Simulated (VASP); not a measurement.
Crystal: Na3ZrB.

```
Na Zr B
1.0
     6.15453    0.00000    0.00000
    -3.07726    5.32998    0.00000
     0.00000    0.00000    5.25813
Na Zr B
6 2 2
Direct
  0.14600 0.29200 0.25000
  0.85400 0.14600 0.75000
  0.85400 0.70800 0.75000
  0.14600 0.85400 0.25000
  0.70800 0.85400 0.25000
  0.29200 0.14600 0.75000
  0.33333 0.66667 0.75000
  0.66667 0.33333 0.25000
  0.00000 0.00000 0.50000
  0.00000 0.00000 0.00000
```

- Program: VASP 6.6.1
- Task: relaxation of cell and atoms
- Functional: PBE
- Potentials or basis: VASP PAW PBE potentials, release 64 (Na_pv, Zr_sv, B)
- Cutoff: 600 eV
- k mesh: 3 × 3 × 4
- Occupations: gaussian, width 0.1 eV
- Spin: no spin polarisation

At the start: pressure 28.1 GPa; volume 17.25 Å³/atom.

How do energy, volume and symmetry change on relaxing?

Over 8 steps the energy falls by 859.9 meV/atom and the volume is 23.70 Å³/atom (+37.4 %); space group P6_3/mmc (No. 194, to 0.1 Å) before and after.

Step by step:
```
step  energy change (eV)  largest force (eV/Å)  pressure (GPa)  volume (Å³)
   1              0.0000                5.4860           28.07       172.49
   2             -8.2322                0.3408           -1.41       259.46
   3             -8.3247                0.4572           -0.73       253.71
   4             -8.3279                0.4161           -0.97       255.55
   5             -8.4255                0.3587           -0.65       250.64
   6             -8.5827                0.1452            0.35       236.09
   7             -8.5860                0.0951            0.62       233.24
   8             -8.5993                0.0046            0.10       236.99
```

Final structure:
```cif
data_structure
_symmetry_space_group_name_H-M 'P 1'
_symmetry_Int_Tables_number 1
_cell_length_a 6.9811
_cell_length_b 6.9811
_cell_length_c 5.6149
_cell_angle_alpha 90.000
_cell_angle_beta 90.000
_cell_angle_gamma 120.000
_cell_volume 236.99
loop_
_atom_site_label
_atom_site_type_symbol
_atom_site_fract_x
_atom_site_fract_y
_atom_site_fract_z
_atom_site_occupancy
Na1 Na 0.17947 0.35894 0.25000 1
Na2 Na 0.82053 0.17947 0.75000 1
Na3 Na 0.82053 0.64106 0.75000 1
Na4 Na 0.17947 0.82053 0.25000 1
Na5 Na 0.64106 0.82053 0.25000 1
Na6 Na 0.35894 0.17947 0.75000 1
Zr1 Zr 0.33333 0.66667 0.75000 1
Zr2 Zr 0.66667 0.33333 0.25000 1
B1 B 0.00000 0.00000 0.50000 1
B2 B 0.00000 0.00000 0.00000 1
```

Caveat: the k points lie up to 0.35 Å⁻¹ apart in the final cell; the volume moved by over 15 % at a fixed basis, so the end points are rough.
